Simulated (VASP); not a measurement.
# Ti4C in VASP: single point with PBEsol

Aim: the single point of Ti4C with PBEsol.

Program: VASP 6.6.1. These are calculated values, not measurements. Logs are shortened: lines on timing, memory, paths and dates and some standing lists are left out, and cuts for length are marked.

### 1 The cell of the first run

The cell holds a slab with vacuum, 5 atoms: a = 3.210 Å, b = 3.210 Å, c = 20.107 Å, α = 90.00°, β = 90.00°, γ = 90.00°.

### 2 Single point, PBEsol

INCAR reads:

```
  PREC = Accurate
  ENCUT = 520
  EDIFF = 1E-6
  ISMEAR = 0
  SIGMA = 0.1
  LREAL = False
  LASPH = True
  NELM = 60
  ALGO = Normal
  ISIF = 2
  LWAVE = False
  LCHARG = True
  LDIPOL = True
  IDIPOL = 3
  DIPOL = 0.5 0.5 0.347
  GGA = PS
  LELF = True
  LVHAR = True
  LVACPOTAV = True
  NBANDS = 34
```

KPOINTS reads:

```
Automatic mesh
0
Gamma
  8 8 1
```

POSCAR reads:

```
Ti4C
1.0
    3.2102321090      0.0000000000      0.0000000000
    0.0000000000      3.2102321090      0.0000000000
    0.0000000000      0.0000000000     20.1069940753
Ti C
4 1
Direct
    0.5000000000      0.5000000000      0.1989357527
    0.0000000000      0.0000000000      0.2787644953
    0.5000000000      0.5000000000      0.3538359372
    0.0000000000      0.0000000000      0.4280597111
    0.0000000000      0.5000000000      0.4763549720
```

Potentials or basis: VASP PAW PBE potentials, release 64 (Ti_sv, C).

The run is started by

```bash
> cat potpaw_PBE.64/Ti_sv/POTCAR potpaw_PBE.64/C/POTCAR > POTCAR
> mpirun -np 1 vasp_std > vasp.out
```

OUTCAR:

```text
PREC = Accurate
   ENCUT = 520
   EDIFF = 1E-6
   ISMEAR = 0
   LREAL = False
   LASPH = True
   NELM = 60
   ISIF = 2
   GGA = PS

 ion  position               nearest neighbor table
   1  0.500  0.500  0.199-   2 2.78   2 2.78   2 2.78   2 2.78
   2  0.000  0.000  0.279-   3 2.73   3 2.73   3 2.73   3 2.73   1 2.78   1 2.78   1 2.78   1 2.78

   3  0.500  0.500  0.354-   4 2.72   4 2.72   4 2.72   4 2.72   2 2.73   2 2.73   2 2.73   2 2.73

   4  0.000  0.000  0.428-   5 1.88   5 1.88   3 2.72   3 2.72   3 2.72   3 2.72
   5  0.000  0.500  0.476-   4 1.88   4 1.88

  LATTYP: Found a simple tetragonal cell.
 ALAT       =     3.2102321090
 C/A-ratio  =     6.2634081875

  Lattice vectors:

 A1 = (   3.2102321090,   0.0000000000,   0.0000000000)
 A2 = (   0.0000000000,   3.2102321090,   0.0000000000)
 A3 = (   0.0000000000,   0.0000000000,  20.1069940753)

Analysis of symmetry for initial positions (statically):
=====================================================================
 Subroutine PRICEL returns:
 Original cell was already a primitive cell.

 Routine SETGRP: Setting up the symmetry group for a
 simple tetragonal supercell.

 Subroutine GETGRP returns: Found  4 space group operations
 (whereof  4 operations were pure point group operations)
 out of a pool of 16 trial point group operations.

The static configuration has the point symmetry C_2v.

Analysis of symmetry for dynamics (positions and initial velocities):
=====================================================================
 Subroutine PRICEL returns:
 Original cell was already a primitive cell.

 Routine SETGRP: Setting up the symmetry group for a
 simple tetragonal supercell.

 Subroutine GETGRP returns: Found  4 space group operations
 (whereof  4 operations were pure point group operations)
 out of a pool of 16 trial point group operations.

The dynamic configuration has the point symmetry C_2v.

 Subroutine INISYM returns: Found  4 space group operations
 (whereof  4 operations are pure point group operations),
 and found     1 'primitive' translations

----------------------------------------------------------------------------------------

                                     Primitive cell

  volume of cell :     207.2144

  direct lattice vectors                    reciprocal lattice vectors
     3.210232109  0.000000000  0.000000000     0.311503955  0.000000000  0.000000000
     0.000000000  3.210232109  0.000000000     0.000000000  0.311503955  0.000000000
     0.000000000  0.000000000 20.106994075     0.000000000  0.000000000  0.049733938

  length of vectors
     3.210232109  3.210232109 20.106994075     0.311503955  0.311503955  0.049733938

  position of ions in fractional coordinates (direct lattice)
     0.500000000  0.500000000  0.198935753
     0.000000000  0.000000000  0.278764495
     0.500000000  0.500000000  0.353835937
     0.000000000  0.000000000  0.428059711
     0.000000000  0.500000000  0.476354972

  ion indices of the primitive-cell ions
   primitive index   ion index
                 1           1
                 2           2
                 3           3
                 4           4
                 5           5

----------------------------------------------------------------------------------------

 KPOINTS: Automatic mesh

Automatic generation of k-mesh.
 Grid dimensions read from file:
 generate k-points for:    8    8    1

 Generating k-lattice:

  Cartesian coordinates                     Fractional coordinates (reciprocal lattice)
     0.038937994  0.000000000  0.000000000     0.125000000  0.000000000  0.000000000
     0.000000000  0.038937994  0.000000000     0.000000000  0.125000000  0.000000000
     0.000000000  0.000000000  0.049733938     0.000000000  0.000000000  1.000000000

  Length of vectors
     0.038937994  0.038937994  0.049733938

  Shift w.r.t. Gamma in fractional coordinates (k-lattice)
     0.000000000  0.000000000  0.000000000

 Subroutine IBZKPT returns following result:
 ===========================================

 Found     25 irreducible k-points:

 Following reciprocal coordinates:
            Coordinates               Weight
  0.000000  0.000000  0.000000      1.000000
  0.125000  0.000000  0.000000      2.000000
  0.000000  0.125000  0.000000      2.000000
  0.250000  0.000000  0.000000      2.000000
  0.000000  0.250000  0.000000      2.000000
  0.375000  0.000000  0.000000      2.000000
[... 16 lines left out ...]
  0.500000  0.375000  0.000000      2.000000
 -0.375000  0.500000  0.000000      2.000000
   k-points           NKPTS =     25   k-points in BZ     NKDIM =     25   number of bands    NBANDS=     34
   number of dos      NEDOS =    301   number of ions     NIONS =      5
   total plane-waves  NPLWV =  86400
   dimension x,y,z NGX =    24 NGY =   24 NGZ =  150
   dimension x,y,z NGXF=    48 NGYF=   48 NGZF=  300
   ions per type =               4   1
   NGX,Y,Z   is equivalent  to a cutoff of  12.43, 12.43, 12.40 a.u.
   NGXF,Y,Z  is equivalent  to a cutoff of  24.86, 24.86, 24.80 a.u.
 SYSTEM =  unknown system
   PREC   = accura    normal or accurate (medium, high low for compatibility)
   ISTART =      0    job   : 0-new  1-cont  2-samecut
   ICHARG =      2    charge: 1-file 2-atom 10-const
   ISPIN  =      1    spin polarized calculation?
   LNONCOLLINEAR =      F non collinear calculations
   LSORBIT =      F    spin-orbit coupling
   LASPH  =      T    aspherical Exc in radial PAW
   ENCUT  =  520.0 eV  38.22 Ry    6.18 a.u.   5.97  5.97 37.39*2*pi/ulx,y,z
   NELM   =     60;   NELMIN=  2; NELMDL= -5     # of ELM steps
   EDIFF  = 0.1E-05   stopping-criterion for ELM
   LREAL  =      F    real-space projection
   EDIFFG = 0.1E-04   stopping-criterion for IOM
   NSW    =      0    number of steps for IOM
   IBRION =     -1    ionic relax: 0-MD 1-quasi-New 2-CG
   NFREE  =      0    steps in history (QN), initial steepest desc. (CG)
   ISIF   =      2    stress and relaxation
   ISYM   =      2    0-nonsym 1-usesym 2-fastsym
   POTIM  = 0.5000    time-step for ionic-motion
   TEBEG  =    0.0;   TEEND  =   0.0 temperature during run
   PSTRESS=    0.0 pullay stress
   NELECT =      52.0000    total number of electrons
   NUPDOWN=      -1.0000    fix difference up-down
   EMIN   =  10.00;   EMAX   =-10.00  energy-range for DOS
   EFERMI =   0.00;   METHOD = LEGACY
   ISMEAR =     0;   SIGMA  =   0.10  broadening in eV -4-tet -1-fermi 0-gaus
   EFERMI_NEDOS =   21; number of points for ismear=-14 and -15
   IALGO  =     38    algorithm
   IMIX   =      4    mixing-type and parameters
     AMIX     =   0.40;   BMIX     =  1.00
     AMIX_MAG =   1.60;   BMIX_MAG =  1.00
  volume/ion in A,a.u.               =      41.44       279.67
  Fermi-wavevector in a.u.,A,eV,Ry     =   1.032609  1.951348 14.507641  1.066282
  Thomas-Fermi vector in A             =   2.166815
   LORBIT       =      0    0 simple, 1 ext, 2 COOP (PROOUT), +10 PAW based schemes
   GGA     = PS    functional components
   LHFCALC =     F    Hartree Fock is set to
   AEXX    =    0.0000 exact exchange contribution
   IVDW    =     0    specifies the selected vdW correction
   LEPSILON=     F    determine dielectric tensor
   LRPA    =     F    only Hartree local field effects (RPA)
 non-spin polarized calculation
 Gauss-broadening in eV      SIGMA  =   0.10
  energy-cutoff  :      520.00
  volume of cell :      207.21
 maximum number of plane-waves:      5638
   NGX = 11   NGY = 11   NGZ = 75

 dipolmoment           0.000000      0.000000     -0.027704 electrons x Angstroem

 number of electron      51.9999994 magnetization

 dipolmoment           0.000000      0.000000      0.195928 electrons x Angstroem

 Free energy of the ion-electron system (eV)
  ---------------------------------------------------
  ext. energy  EPLUGINS =         0.00000000
  ---------------------------------------------------
  free energy    TOTEN  =       -38.17526049 eV

  energy without entropy =      -38.14004859  energy(sigma->0) =      -38.15765454

 E-fermi :  -0.4165     XC(G=0):  -5.1150

 val. band max:       -0.4348495855   @ k =   0.1250   0.0000   0.0000
 cond. band min:      -0.4156167635   @ k =   0.2500   0.1250   0.0000
 fundamental gap:      0.0192328220
 Fermi energy:        -0.4164903342

 k-point     1 :       0.0000    0.0000    0.0000
  band No.  band energies     occupation
      1     -57.1781      2.00000
      2     -56.5075      2.00000
      3     -56.2834      2.00000
      4     -55.8114      2.00000
      5     -33.6393      2.00000
      6     -33.4359      2.00000
[... 26 lines left out ...]
     33       1.5070      0.00000
     34       1.9074      0.00000

 k-point     2 :       0.1250    0.0000    0.0000
  band No.  band energies     occupation
      1     -57.1756      2.00000
      2     -56.4995      2.00000
      3     -56.2867      2.00000
      4     -55.8114      2.00000
      5     -33.6414      2.00000
      6     -33.4443      2.00000
[... 26 lines left out ...]
     33       1.5781      0.00000
     34       1.9660      0.00000

 k-point     3 :       0.0000    0.1250    0.0000
  band No.  band energies     occupation
      1     -57.1756      2.00000
      2     -56.4995      2.00000
      3     -56.2867      2.00000
      4     -55.8109      2.00000
      5     -33.6415      2.00000
      6     -33.4604      2.00000
[... 26 lines left out ...]
     33       1.4325      0.00000
     34       1.9683      0.00000
[... 704 lines left out ...]
 k-point    23 :       0.5000    0.3750    0.0000
  band No.  band energies     occupation
      1     -57.1502      2.00000
      2     -56.4312      2.00000
      3     -56.3047      2.00000
      4     -55.7968      2.00000
      5     -33.6124      2.00000
      6     -33.5690      2.00000
[... 26 lines left out ...]
     33       1.9386      0.00000
     34       2.5266      0.00000

 k-point    24 :      -0.3750    0.5000    0.0000
  band No.  band energies     occupation
      1     -57.1502      2.00000
      2     -56.4312      2.00000
      3     -56.3047      2.00000
      4     -55.7963      2.00000
      5     -33.6115      2.00000
      6     -33.5837      2.00000
[... 26 lines left out ...]
     33       1.9304      0.00000
     34       2.4858      0.00000

 [... further k-points ...]

------------------------ aborting loop because EDIFF is reached ----------------------------------------

  FORCE on cell =-STRESS in cart. coord.  units (eV):
  Direction    XX          YY          ZZ          XY          YZ          ZX
  --------------------------------------------------------------------------------------
  -------------------------------------------------------------------------------------
  Total       -1.0706047      4.0562589      0.0008079      0.0000000      0.0000000      0.0000000
  in kB       -8.2778914     31.3629013      0.0062463      0.0000000      0.0000000      0.0000000
  external PRESSURE =       7.6970854 kB  Pullay stress =       0.0000000 kB

 VOLUME and BASIS-vectors are now :
 -----------------------------------------------------------------------------
  energy-cutoff  :      520.00
  volume of cell :      207.21
      direct lattice vectors                 reciprocal lattice vectors
     3.210232109  0.000000000  0.000000000     0.311503955  0.000000000  0.000000000
     0.000000000  3.210232109  0.000000000     0.000000000  0.311503955  0.000000000
     0.000000000  0.000000000 20.106994075     0.000000000  0.000000000  0.049733938

 POSITION                                       TOTAL-FORCE (eV/Angst)
 -----------------------------------------------------------------------------------
      1.60512      1.60512      4.00000         0.000000      0.000000      0.515628
      0.00000      0.00000      5.60512         0.000000      0.000000     -0.780568
      1.60512      1.60512      7.11458         0.000000      0.000000     -0.016535
      0.00000      0.00000      8.60699         0.000000      0.000000      0.261644
      0.00000      1.60512      9.57807         0.000000      0.000000      0.019832
 -----------------------------------------------------------------------------------
    total drift:                                0.000000     -0.000000      0.000003

  FREE ENERGIE OF THE ION-ELECTRON SYSTEM (eV)
  ---------------------------------------------------
  free  energy   TOTEN  =       -38.1752604855 eV

  energy  without entropy=      -38.1400485870  energy(sigma->0) =      -38.15765454

 vacuum level on the upper side and lower side of the slab         6.361         2.920
```

Run time: 3.2 min. Hardware: 1 thread of AMD EPYC 9R45 (Zen 5), shared host; peak memory 0.32 GiB.

What came out:

```
Free energy            : -38.1753 eV
Largest force          : 0.781 eV/Å
Band gap on the k mesh : zero (bands 26 and 27 overlap by 0.61 eV)
```

Forces on the atoms (eV/Å):
```
Ti   0.000  0.000  0.516
Ti   0.000  0.000 -0.781
Ti   0.000  0.000 -0.017
Ti   0.000  0.000  0.262
C    0.000  0.000  0.020
```

Caveat: the PAW data sets were made with another functional, which shifts forces and pressure a little.
